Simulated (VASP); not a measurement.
Cu5Mo:

```
Cu Mo
1.0
     2.64000    0.00000    0.00000
    -1.32000    2.28631    0.00000
     0.00000    0.00000   25.86000
Cu Mo
10 2
Direct
  0.00000 0.00000 0.12500
  0.66667 0.33333 0.20833
  0.00000 0.00000 0.87500
  0.33333 0.66667 0.79167
  0.00000 0.00000 0.37500
  0.66667 0.33333 0.45833
  0.33333 0.66667 0.29167
  0.66667 0.33333 0.70833
  0.00000 0.00000 0.62500
  0.33333 0.66667 0.54167
  0.33333 0.66667 0.04167
  0.66667 0.33333 0.95833
```

- Program: VASP 6.6.1
- Task: relaxation of cell and atoms
- Functional: PBE
- Potentials or basis: VASP PAW PBE potentials, release 64 (Cu, Mo_sv)
- Cutoff: 600 eV
- k mesh: 7 × 7 × 1
- Occupations: gaussian, width 0.2 eV
- Spin: no spin polarisation

At the start: pressure 3.1 GPa; volume 13.01 Å³/atom.

Task: Where does the relaxation end?

Result: Over 16 steps the energy falls by 59.4 meV/atom and the volume is 12.93 Å³/atom (-0.6 %); space group P-3m1 (No. 164, to 0.1 Å) before and after.

Step by step:
```tsv
step	energy change (eV)	largest force (eV/Å)	pressure (GPa)	volume (Å³)
1	0.0000	2.5550	3.07	156.09
2	-0.3211	1.0837	-3.63	161.76
3	-0.3444	1.0936	-2.42	160.55
4	-0.4782	0.6945	-0.21	157.33
5	-0.5096	0.4718	1.66	155.05
6	-0.5807	0.5070	-0.25	156.49
7	-0.5860	0.5202	-0.74	156.99
8	-0.6286	0.3059	-0.27	156.08
9	-0.6465	0.3308	0.35	155.14
10	-0.6702	0.2406	-0.17	155.64
11	-0.6767	0.1947	-0.53	156.00
12	-0.6932	0.1763	0.43	154.94
13	-0.6945	0.1820	0.69	154.58
14	-0.7058	0.1543	-0.34	155.55
15	-0.7060	0.1576	-0.40	155.66
16	-0.7123	0.0585	0.05	155.10
```

Final structure:
```
Cu Mo
1.0
     2.63965    0.00000    0.00000
    -1.31982    2.28600    0.00000
     0.00000    0.00000   25.70393
Cu Mo
10 2
Direct
  0.00000 0.00000 0.13662
  0.66667 0.33333 0.21737
  0.00000 0.00000 0.86338
  0.33333 0.66667 0.78263
  0.00000 0.00000 0.37878
  0.66667 0.33333 0.45938
  0.33333 0.66667 0.29839
  0.66667 0.33333 0.70161
  0.00000 0.00000 0.62122
  0.33333 0.66667 0.54062
  0.33333 0.66667 0.04781
  0.66667 0.33333 0.95219
```

Caveat: the k points lie up to 0.39 Å⁻¹ apart in the final cell, too coarse for converged energies and pressures of a metal; the relaxation stopped at a loose force limit of 0.08 eV/Å, so its end isn't a converged minimum.
